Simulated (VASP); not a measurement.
# BaS (Fm-3m) in VASP: further runs

BaS is run at these levels: PBE-based screened hybrid with 35 % exact exchange, HSE06, PBE-based screened hybrid with 25 % exact exchange, HF; tasks: single point.

Everything below comes from runs of VASP 6.6.1. Logs are shortened: lines on timing, memory, paths and dates and some standing lists are left out, and cuts for length are marked.

## 1. The cell of the first run

The structure is cubic, space group Fm-3m (No. 225). The conventional cell has a = 6.388 Å, b = 6.388 Å, c = 6.388 Å, α = 90.00°, β = 90.00°, γ = 90.00°. Within 4.2 Å of Ba (site symmetry m-3m) lie 6 S at 3.19 Å. Within 4.2 Å of S (site symmetry m-3m) lie 6 Ba at 3.19 Å.

## 2. Single point, PBE-based screened hybrid with 35 % exact exchange

Input file POSCAR:

```
BaS
1.0
    0.0000000000      3.1937508250      3.1937508250
    3.1937508250      0.0000000000      3.1937508250
    3.1937508250      3.1937508250      0.0000000000
Ba S
1 1
Direct
    0.5000000000      0.5000000000      0.5000000000
    0.0000000000      0.0000000000      0.0000000000
```

Input file INCAR.step1:

```
SYSTEM = BaS
PREC = Accurate ; ENCUT = 520
EDIFF = 1E-5 ; ISMEAR = 0
SIGMA = 0.05 ; LREAL = .False.
LASPH = .True. ; NELM = 60
ALGO = Normal ; ISIF = 2
LWAVE = .True. ; LCHARG = .False.
GGA = PE ; NBANDS = 15
```

Input file INCAR.step2:

```
SYSTEM = BaS
PREC = Accurate ; ENCUT = 520
EDIFF = 1E-7 ; ISMEAR = 0
SIGMA = 0.05 ; LREAL = .False.
LASPH = .True. ; NELM = 60
ALGO = Normal ; ISIF = 2
LWAVE = .False. ; LCHARG = .False.
GGA = PE ; LHFCALC = .True.
AEXX = 0.35 ; HFSCREEN = 0.5
PRECFOCK = Normal ; ISTART = 1
NBANDS = 15
```

Input file KPOINTS:

```
regular mesh
0
Gamma
  4 4 4
  0 0 0
```

Potentials or basis: VASP PAW PBE potentials, release 64 (Ba_sv, S).

On the command line:

```console
cat potpaw_PBE.64/Ba_sv/POTCAR potpaw_PBE.64/S/POTCAR > POTCAR
cp INCAR.step1 INCAR
mpirun -np 1 vasp_std > vasp.out
cp INCAR.step2 INCAR
mpirun -np 1 vasp_std > vasp.out
```

OUTCAR:

```text
SYSTEM = BaS
   PREC = Accurate
   ENCUT = 520
   EDIFF = 1E-7
   ISMEAR = 0
   LREAL = .False.
   LASPH = .True.
   NELM = 60
   ISIF = 2
   GGA = PE
   LHFCALC = .True.
   AEXX = 0.35
   HFSCREEN = 0.5
   PRECFOCK = Normal
   ISTART = 1

 ion  position               nearest neighbor table
   1  0.500  0.500  0.500-   2 3.19   2 3.19   2 3.19   2 3.19   2 3.19   2 3.19
   2  0.000  0.000  0.000-   1 3.19   1 3.19   1 3.19   1 3.19   1 3.19   1 3.19

  LATTYP: Found a face centered cubic cell.
 ALAT       =     6.3875016500

  Lattice vectors:

 A1 = (   0.0000000000,   3.1937508250,   3.1937508250)
 A2 = (   3.1937508250,   0.0000000000,   3.1937508250)
 A3 = (   3.1937508250,   3.1937508250,   0.0000000000)

Analysis of symmetry for initial positions (statically):
=====================================================================
 Subroutine PRICEL returns:
 Original cell was already a primitive cell.

 Routine SETGRP: Setting up the symmetry group for a
 face centered cubic supercell.

 Subroutine GETGRP returns: Found 48 space group operations
 (whereof 48 operations were pure point group operations)
 out of a pool of 48 trial point group operations.

The static configuration has the point symmetry O_h .

Analysis of symmetry for dynamics (positions and initial velocities):
=====================================================================
 Subroutine PRICEL returns:
 Original cell was already a primitive cell.

 Routine SETGRP: Setting up the symmetry group for a
 face centered cubic supercell.

 Subroutine GETGRP returns: Found 48 space group operations
 (whereof 48 operations were pure point group operations)
 out of a pool of 48 trial point group operations.

The dynamic configuration has the point symmetry O_h .

 Subroutine INISYM returns: Found 48 space group operations
 (whereof 48 operations are pure point group operations),
 and found     1 'primitive' translations

----------------------------------------------------------------------------------------

                                     Primitive cell

  volume of cell :      65.1528

  direct lattice vectors                    reciprocal lattice vectors
     0.000000000  3.193750825  3.193750825    -0.156555733  0.156555733  0.156555733
     3.193750825  0.000000000  3.193750825     0.156555733 -0.156555733  0.156555733
     3.193750825  3.193750825  0.000000000     0.156555733  0.156555733 -0.156555733

  length of vectors
     4.516645732  4.516645732  4.516645732     0.271162483  0.271162483  0.271162483

  position of ions in fractional coordinates (direct lattice)
     0.500000000  0.500000000  0.500000000
     0.000000000  0.000000000  0.000000000

  ion indices of the primitive-cell ions
   primitive index   ion index
                 1           1
                 2           2

----------------------------------------------------------------------------------------

 KPOINTS: regular mesh

Automatic generation of k-mesh.
 Grid dimensions read from file:
 generate k-points for:    4    4    4

 Generating k-lattice:

  Cartesian coordinates                     Fractional coordinates (reciprocal lattice)
    -0.039138933  0.039138933  0.039138933     0.250000000  0.000000000  0.000000000
     0.039138933 -0.039138933  0.039138933     0.000000000  0.250000000  0.000000000
     0.039138933  0.039138933 -0.039138933     0.000000000  0.000000000  0.250000000

  Length of vectors
     0.067790621  0.067790621  0.067790621

  Shift w.r.t. Gamma in fractional coordinates (k-lattice)
     0.000000000  0.000000000  0.000000000

 Subroutine IBZKPT returns following result:
 ===========================================

 Found      8 irreducible k-points:

 Following reciprocal coordinates:
            Coordinates               Weight
  0.000000  0.000000  0.000000      1.000000
  0.250000  0.000000  0.000000      8.000000
  0.500000  0.000000  0.000000      4.000000
  0.250000  0.250000  0.000000      6.000000
  0.500000  0.250000  0.000000     24.000000
 -0.250000  0.250000  0.000000     12.000000
  0.500000  0.500000  0.000000      3.000000
 -0.250000  0.500000  0.250000      6.000000
   k-points           NKPTS =      8   k-points in BZ     NKDIM =     64   number of bands    NBANDS=     15
   number of dos      NEDOS =    301   number of ions     NIONS =      2
   total plane-waves  NPLWV =  46656
   dimension x,y,z NGX =    36 NGY =   36 NGZ =   36
   dimension x,y,z NGXF=    72 NGYF=   72 NGZF=   72
   ions per type =               1   1
   NGX,Y,Z   is equivalent  to a cutoff of  13.25, 13.25, 13.25 a.u.
   NGXF,Y,Z  is equivalent  to a cutoff of  26.50, 26.50, 26.50 a.u.
 SYSTEM =  BaS
   PREC   = accura    normal or accurate (medium, high low for compatibility)
   ISTART =      1    job   : 0-new  1-cont  2-samecut
   ICHARG =      0    charge: 1-file 2-atom 10-const
   ISPIN  =      1    spin polarized calculation?
   LNONCOLLINEAR =      F non collinear calculations
   LSORBIT =      F    spin-orbit coupling
   LASPH  =      T    aspherical Exc in radial PAW
   ENCUT  =  520.0 eV  38.22 Ry    6.18 a.u.   8.40  8.40  8.40*2*pi/ulx,y,z
   NELM   =     60;   NELMIN=  2; NELMDL=  0     # of ELM steps
   EDIFF  = 0.1E-06   stopping-criterion for ELM
   LREAL  =      F    real-space projection
   EDIFFG = 0.1E-05   stopping-criterion for IOM
   NSW    =      0    number of steps for IOM
   IBRION =     -1    ionic relax: 0-MD 1-quasi-New 2-CG
   NFREE  =      0    steps in history (QN), initial steepest desc. (CG)
   ISIF   =      2    stress and relaxation
   ISYM   =      3    0-nonsym 1-usesym 2-fastsym
   POTIM  = 0.5000    time-step for ionic-motion
   TEBEG  =    0.0;   TEEND  =   0.0 temperature during run
   PSTRESS=    0.0 pullay stress
   NELECT =      16.0000    total number of electrons
   NUPDOWN=      -1.0000    fix difference up-down
   EMIN   =  10.00;   EMAX   =-10.00  energy-range for DOS
   EFERMI =   0.00;   METHOD = LEGACY
   ISMEAR =     0;   SIGMA  =   0.05  broadening in eV -4-tet -1-fermi 0-gaus
   EFERMI_NEDOS =   21; number of points for ismear=-14 and -15
   IALGO  =     38    algorithm
   IMIX   =      1    mixing-type and parameters
     AMIX     =   0.40;   BMIX     =  1.00
     AMIX_MAG =   1.60;   BMIX_MAG =  1.00
  volume/ion in A,a.u.               =      32.58       219.84
  Fermi-wavevector in a.u.,A,eV,Ry     =   1.025189  1.937326 14.299884  1.051012
  Thomas-Fermi vector in A             =   2.159016
   LORBIT       =      0    0 simple, 1 ext, 2 COOP (PROOUT), +10 PAW based schemes
   GGA     = PE    functional components
   LHFCALC =     T    Hartree Fock is set to
   PRECFOCK=normal    Normal, Fast or Accurate (Low or Medium for compatibility)
   ENCUT4O =  -1.0   cutoff for four orbital integrals eV
   NKREDX  =     1    reduce k-point grid by
   NKREDY  =     1    reduce k-point grid by
   NKREDZ  =     1    reduce k-point grid by
   AEXX    =    0.3500 exact exchange contribution
   HFSCREEN=    0.5000 screening length (either q_TF or 0.3 A-1)
   HFSCREENC=   0.5000 screening length for correlation (either q_TF or 0.3 A-1)
   ENCUTFOCK=  -1.0 apply spherical cutoff to Coloumb kernel
   IVDW    =     0    specifies the selected vdW correction
   LEPSILON=     F    determine dielectric tensor
   LRPA    =     F    only Hartree local field effects (RPA)
 non-spin polarized calculation
 Gauss-broadening in eV      SIGMA  =   0.05
  energy-cutoff  :      520.00
  volume of cell :       65.15
 maximum number of plane-waves:      1807
 NGX is ok and might be reduce to    36
  NGX = 28; NGY = 28; NGZ = 28

 number of electron      16.0000001 magnetization

 Free energy of the ion-electron system (eV)
  ---------------------------------------------------
  ext. energy  EPLUGINS =         0.00000000
  ---------------------------------------------------
  free energy    TOTEN  =       -11.24159462 eV

  energy without entropy =      -11.24159462  energy(sigma->0) =      -11.24159462

 E-fermi :   1.2136     XC(G=0):  -7.1800

 val. band max:        0.9713674504   @ k =   0.0000   0.0000   0.0000
 cond. band min:       3.6621815899   @ k =   0.5000   0.5000   0.0000
 fundamental gap:      2.6908141395
 Fermi energy:         1.2135748695

 k-point     1 :       0.0000    0.0000    0.0000
  band No.  band energies     occupation
      1     -27.0641      2.00000
      2     -10.8476      2.00000
      3     -10.8476      2.00000
      4     -10.8476      2.00000
      5     -10.5261      2.00000
      6       0.9714      2.00000
      7       0.9714      2.00000
      8       0.9714      2.00000
      9       5.2562      0.00000
     10       5.5203      0.00000
     11       5.5203      0.00000
     12       5.5203      0.00000
     13       6.4869      0.00000
     14       6.4869      0.00000
     15      10.3991      0.00000

 k-point     2 :       0.2500    0.0000    0.0000
  band No.  band energies     occupation
      1     -27.0389      2.00000
      2     -11.8107      2.00000
      3     -10.8641      2.00000
      4     -10.8641      2.00000
      5      -9.5056      2.00000
      6      -0.1879      2.00000
      7       0.3319      2.00000
      8       0.3319      2.00000
      9       5.7417      0.00000
     10       6.4535      0.00000
     11       6.4535      0.00000
     12       7.0837      0.00000
     13       8.1620      0.00000
     14       8.1620      0.00000
     15      12.4134      0.00000
[... 77 lines left out ...]
      3     -11.0485      2.00000
      4     -11.0485      2.00000
      5     -10.4331      2.00000
      6       0.4307      2.00000
      7       0.8284      2.00000
      8       0.8284      2.00000
      9       3.6622      0.00000
     10       7.7065      0.00000
     11       7.8162      0.00000
     12       9.3967      0.00000
     13       9.3967      0.00000
     14       9.4666      0.00000
     15      10.3495      0.00000

 k-point     8 :      -0.2500    0.5000    0.2500
  band No.  band energies     occupation
      1     -26.9981      2.00000
      2     -11.5820      2.00000
      3     -11.2032      2.00000
      4     -11.2032      2.00000
      5      -9.6814      2.00000
      6      -0.1915      2.00000
      7       0.4776      2.00000
      8       0.4776      2.00000
      9       5.9341      0.00000
     10       5.9341      0.00000
     11       8.1183      0.00000
     12       8.6750      0.00000
     13       9.4249      0.00000
     14      11.5205      0.00000
     15      12.5334      0.00000

------------------------ aborting loop because EDIFF is reached ----------------------------------------

  FORCE on cell =-STRESS in cart. coord.  units (eV):
  Direction    XX          YY          ZZ          XY          YZ          ZX
  --------------------------------------------------------------------------------------
  -------------------------------------------------------------------------------------
  Total        0.4019700      0.4019700      0.4019700     -0.0000000     -0.0000000     -0.0000000
  in kB        9.8848732      9.8848732      9.8848732     -0.0000000     -0.0000000     -0.0000000
  external PRESSURE =       9.8848732 kB  Pullay stress =       0.0000000 kB

 VOLUME and BASIS-vectors are now :
 -----------------------------------------------------------------------------
  energy-cutoff  :      520.00
  volume of cell :       65.15
      direct lattice vectors                 reciprocal lattice vectors
     0.000000000  3.193750825  3.193750825    -0.156555733  0.156555733  0.156555733
     3.193750825  0.000000000  3.193750825     0.156555733 -0.156555733  0.156555733
     3.193750825  3.193750825  0.000000000     0.156555733  0.156555733 -0.156555733

 POSITION                                       TOTAL-FORCE (eV/Angst)
 -----------------------------------------------------------------------------------
      3.19375      3.19375      3.19375        -0.000000     -0.000000      0.000000
      0.00000      0.00000      0.00000         0.000000      0.000000     -0.000000
 -----------------------------------------------------------------------------------
    total drift:                               -0.000009     -0.000005     -0.000008

  FREE ENERGIE OF THE ION-ELECTRON SYSTEM (eV)
  ---------------------------------------------------
  free  energy   TOTEN  =       -11.2415946217 eV

  energy  without entropy=      -11.2415946217  energy(sigma->0) =      -11.24159462
```

Wall time 11 min (1 thread of AMD EPYC 7R13 (Zen 3), shared host); peak memory 0.29 GiB.

Results:

```yaml
Free_energy: -11.2416 eV
Pressure: 1.0 GPa
Band_gap_on_the_k_mesh: 2.69 eV (least direct gap 2.83 eV)
```

Caveat: the k points lie up to 0.43 Å⁻¹ apart; the PAW data sets were made with another functional, which shifts forces and pressure a little; spin-orbit coupling is left out, which moves the levels of the heavy elements.

## 3. Single point, HSE06

POSCAR is that of step 2.

Input file INCAR.step1:

```
PREC = Accurate
ENCUT = 520
EDIFF = 1E-5
ISMEAR = 0
SIGMA = 0.05
LREAL = F
LASPH = T
NELM = 80
ALGO = Normal
ISIF = 2
LWAVE = T
LCHARG = F
NBANDS = 15
GGA = PE
```

Input file INCAR.step2:

```
PREC = Accurate
ENCUT = 520
EDIFF = 1E-6
ISMEAR = 0
SIGMA = 0.05
LREAL = F
LASPH = T
NELM = 80
ALGO = Normal
ISIF = 2
LWAVE = F
LCHARG = F
GGA = PE
LHFCALC = T
HFSCREEN = 0.2079
PRECFOCK = Normal
NBANDS = 15
ISTART = 1
```

Input file KPOINTS:

```
Automatic mesh
0
Gamma
  4 4 4
```

Potentials or basis: VASP PAW PBE potentials, release 64 (Ba_sv, S).

On the command line:

```console
cat potpaw_PBE.64/Ba_sv/POTCAR potpaw_PBE.64/S/POTCAR > POTCAR
cp INCAR.step1 INCAR
mpirun -np 1 vasp_std > vasp.out
cp INCAR.step2 INCAR
mpirun -np 1 vasp_std > vasp.out
```

Wall time 10 min (1 thread of AMD EPYC 7R13 (Zen 3), shared host); peak memory 0.29 GiB.

The run converged. Its results:

* Free energy: -11.5403 eV
* Pressure: 1.0 GPa
* Band gap on the k mesh: 3.02 eV (least direct gap 3.18 eV)

Levels at points of the mesh, in eV from the valence-band top:
| k point | band 5 | band 6 | band 7 | band 8 | band 9 | band 10 | band 11 | band 12 |
| --- | --- | --- | --- | --- | --- | --- | --- | --- |
| (0.00, 0.00, 0.00) | -11.43 | 0.00 | 0.00 | 0.00 | 4.58 | 4.92 | 4.92 | 4.92 |
| (0.50, 0.00, 0.00) | -9.89 | -2.07 | -1.15 | -1.15 | 6.65 | 6.71 | 7.55 | 7.55 |
| (0.50, 0.50, 0.00) | -11.33 | -0.59 | -0.16 | -0.16 | 3.02 | 7.10 | 7.20 | 8.82 |

Caveat: the k points lie up to 0.43 Å⁻¹ apart; the PAW data sets were made with another functional, which shifts forces and pressure a little; spin-orbit coupling is left out, which moves the levels of the heavy elements.

## 4. Single point, PBE-based screened hybrid with 25 % exact exchange

POSCAR is that of step 3.

Input file INCAR.step1:

```
SYSTEM = BaS
  ALGO = Normal
  EDIFF = 1E-5
  ENCUT = 520
  GGA = PE
  ISIF = 2
  ISMEAR = 0
  LASPH = .True.
  LCHARG = .False.
  LREAL = .False.
  LWAVE = .True.
  NBANDS = 15
  NELM = 60
  PREC = Accurate
  SIGMA = 0.05
```

Input file INCAR.step2:

```
SYSTEM = BaS
  AEXX = 0.25
  ALGO = Normal
  EDIFF = 1E-6
  ENCUT = 520
  GGA = PE
  HFSCREEN = 0.4
  ISIF = 2
  ISMEAR = 0
  ISTART = 1
  LASPH = .True.
  LCHARG = .False.
  LHFCALC = .True.
  LREAL = .False.
  LWAVE = .False.
  NBANDS = 15
  NELM = 60
  PREC = Accurate
  PRECFOCK = Normal
  SIGMA = 0.05
```

Input file KPOINTS:

```
k-points
0
Gamma
  4 4 4
  0 0 0
```

On the command line:

```console
cat potpaw_PBE.64/Ba_sv/POTCAR potpaw_PBE.64/S/POTCAR > POTCAR
cp INCAR.step1 INCAR
mpirun -np 1 vasp_std > vasp.out
cp INCAR.step2 INCAR
mpirun -np 1 vasp_std > vasp.out
```

Wall time 9.9 min (1 thread of AMD EPYC 7R13 (Zen 3), shared host); peak memory 0.29 GiB.

The run converged. Its results:

- Free energy: -11.1066 eV
- Pressure: 1.1 GPa
- Band gap on the k mesh: 2.65 eV (least direct gap 2.79 eV)

Levels at points of the mesh, in eV from the valence-band top:
| k point | band 6 | band 7 | band 8 | band 9 | band 10 | band 11 |
| --- | --- | --- | --- | --- | --- | --- |
| (0.00, 0.00, 0.00) | 0.00 | 0.00 | 0.00 | 4.22 | 4.50 | 4.50 |
| (0.50, 0.00, 0.00) | -1.99 | -1.12 | -1.12 | 6.25 | 6.28 | 7.08 |
| (0.50, 0.50, 0.00) | -0.55 | -0.14 | -0.14 | 2.65 | 6.66 | 6.76 |

Caveat: the k points lie up to 0.43 Å⁻¹ apart; the PAW data sets were made with another functional, which shifts forces and pressure a little; spin-orbit coupling is left out, which moves the levels of the heavy elements. A k mesh can miss the band edges.

## 5. Single point, HF

POSCAR is that of step 4.

Input file INCAR.step1:

```
  PREC = Accurate
  ENCUT = 520
  EDIFF = 1E-5
  ISMEAR = 0
  SIGMA = 0.05
  LREAL = False
  LASPH = True
  NELM = 60
  ALGO = Normal
  ISIF = 2
  LWAVE = True
  NBANDS = 15
  GGA = PE
```

Input file INCAR.step2:

```
  PREC = Accurate
  ENCUT = 520
  EDIFF = 1E-7
  ISMEAR = 0
  SIGMA = 0.05
  LREAL = False
  LASPH = True
  NELM = 60
  ALGO = Normal
  ISIF = 2
  LWAVE = False
  LCHARG = True
  GGA = PE
  LHFCALC = True
  AEXX = 1.0
  ALDAC = 0.0
  AGGAC = 0.0
  PRECFOCK = Normal
  LELF = True
  LVHAR = True
  NBANDS = 15
  ISTART = 1
```

Input file KPOINTS:

```
regular mesh
0
Gamma
  4 4 4
```

On the command line:

```console
cat potpaw_PBE.64/Ba_sv/POTCAR potpaw_PBE.64/S/POTCAR > POTCAR
cp INCAR.step1 INCAR
mpirun -np 1 vasp_std > vasp.out
cp INCAR.step2 INCAR
mpirun -np 1 vasp_std > vasp.out
```

Run time: 21 min. Hardware: 1 thread of AMD EPYC 7R13 (Zen 3), shared host; peak memory 0.18 GiB.

The run converged. Its results:

- Free energy: -16.0413 eV
- Pressure: 5.6 GPa
- Band gap on the k mesh: 9.10 eV (least direct gap 9.30 eV)

Levels at points of the mesh, in eV from the valence-band top:
```csv
k point,band 5,band 6,band 7,band 8,band 9,band 10,band 11,band 12
"(0.00, 0.00, 0.00)",-13.55,0.00,0.00,0.00,10.94,11.40,11.40,11.40
"(0.50, 0.00, 0.00)",-11.89,-2.43,-1.33,-1.33,12.91,13.50,14.64,14.64
"(0.50, 0.50, 0.00)",-13.82,-0.74,-0.20,-0.20,9.10,14.07,14.10,15.98
```

Caveat: the k points lie up to 0.43 Å⁻¹ apart; the PAW data sets were made with another functional, which shifts forces and pressure a little; spin-orbit coupling is left out, which moves the levels of the heavy elements. A k mesh can miss the band edges.

## 6. Summary

```csv
level,share of exact exchange,screening parameter,gap on the mesh (eV),pressure (GPa)
PBE-based screened hybrid with 35 % exact exchange,0.35,0.5 1/Å,2.69,1.0
HSE06,0.25,0.2079 1/Å,3.02,1.0
PBE-based screened hybrid with 25 % exact exchange,0.25,0.4 1/Å,2.65,1.1
HF,1,-,9.10,5.6
```

Alike in all rows: task single point; potentials or basis VASP PAW PBE potentials, release 64 (Ba_sv, S); no spin polarisation; cell as given; k mesh 4 × 4 × 4; cutoff (eV) 520; smearing gaussian 0.05 eV.

Caveats: all runs use coarse meshes; the PAW data sets were made with another functional, which shifts forces and pressure a little; spin-orbit coupling is left out, which moves the levels of the heavy elements.

Total energies depend on the potentials used, so only differences within one code and one set of settings carry meaning.
